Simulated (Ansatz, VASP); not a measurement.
# BiTe: VASP beside Ansatz

File INCAR:

```
SYSTEM = BiTe
ALGO     = Normal         ! electronic algorithm
EDIFF    = 1E-6           ! SCF threshold, eV
ENCUT    = 520            ! plane-wave cutoff, eV
GGA      = PE             ! functional
ISIF     = 2              ! what is computed and relaxed
ISMEAR   = 0              ! smearing method
LASPH    = .True.         ! aspherical terms in the spheres
LCHARG   = .False.        ! write CHGCAR
LREAL    = .False.        ! projectors in reciprocal space
LWAVE    = .False.        ! write WAVECAR
NBANDS   = 18             ! bands
NELM     = 60             ! most SCF steps
PREC     = Accurate       ! precision mode
SIGMA    = 0.15           ! smearing width, eV
```

KPOINTS

```
k-points
0
Gamma
  14 14 14
  0 0 0
```

File POSCAR:

```
BiTe
1.0
    1.7117474677      4.2793686693      4.2793686693
    4.2793686693      1.7117474677      4.2793686693
    4.2793686693      4.2793686693      1.7117474677
Bi Te
1 1
Direct
    0.0000000000      0.0000000000      0.0000000000
    0.5000000000      0.5000000000      0.5000000000
```

Input for Ansatz:

```yaml
crystal:
  lattice:
    - [1.7117474677, 4.2793686693, 4.2793686693]
    - [4.2793686693, 1.7117474677, 4.2793686693]
    - [4.2793686693, 4.2793686693, 1.7117474677]
  atoms:
    - { symbol: Bi, position: [0.0, 0.0, 0.0] }
    - { symbol: Te, position: [0.5, 0.5, 0.5] }
basis:
  ecutwfc: 420
kpoints:
  mp_grid: { grid: [14, 14, 14] }
hamiltonian:
  xc: pbe
scf:
  occupations: { method: gaussian, width: 0.15 }
output:
  forces: true
  stress: true
  eigenvalues: true
  write_density: true
  write_potential: true
  elf: true
  volumetric_format: npy
```

Alike in both runs: task single point; functional PBE; k mesh 14 × 14 × 14; occupations gaussian, width 0.15 eV; no spin polarisation.

```csv
,VASP,Ansatz
version,VASP 6.6.1,Ansatz 0.2.0
potentials or method,"VASP PAW PBE potentials, release 64 (Bi_d, Te), cutoff 520 eV","scalar-relativistic, plane waves, PAW"
valence electrons in the cell,21,31
```

```csv
,VASP,Ansatz,Ansatz less VASP
gap on the k mesh at the Fermi level (eV),none,none,-
pressure (GPa),-4.5,-4.4,+0.08
"traceless stress, the component that is largest in VASP (GPa)",-0.42,-0.42,-0.001
```

A gap of «none» marks a metal or a gap that the smearing closes. The functional is the same, so the differences come from potentials, cutoffs and numerics. VASP's potentials hold 21 valence electrons a cell and Ansatz's 31, so a difference there can come from the potentials and not from the codes.

Spin-orbit coupling is off throughout.
